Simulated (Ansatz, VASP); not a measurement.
Fe in VASP and in Ansatz

```
Fe
1.0
     2.48190    0.00000    0.00000
    -1.24095    2.14939    0.00000
     0.00000    0.00000    3.91729
Fe
2
Direct
  0.33333 0.66667 0.25000
  0.66667 0.33333 0.75000
```

Change from the starting cell: volume scaled by 1.06.

Alike in both runs: task single point; functional PBE; k mesh 17 × 17 × 10; occupations fermi-dirac, width 0.08 eV; no spin polarisation.

|  | VASP | Ansatz |
| --- | --- | --- |
| version | VASP 6.6.1 | Ansatz 0.2.0 |
| potentials or method | VASP PAW PBE potentials, release 64 (Fe), cutoff 520 eV | all-electron LAPW, scalar-relativistic |

```csv
,VASP,Ansatz,Ansatz less VASP
pressure (GPa),-6.9,-6.5,+0.44
"traceless stress, the component that is largest in VASP (GPa)",0.24,0.33,+0.095
```

Ansatz ran all-electron here, and VASP with PAW potentials.
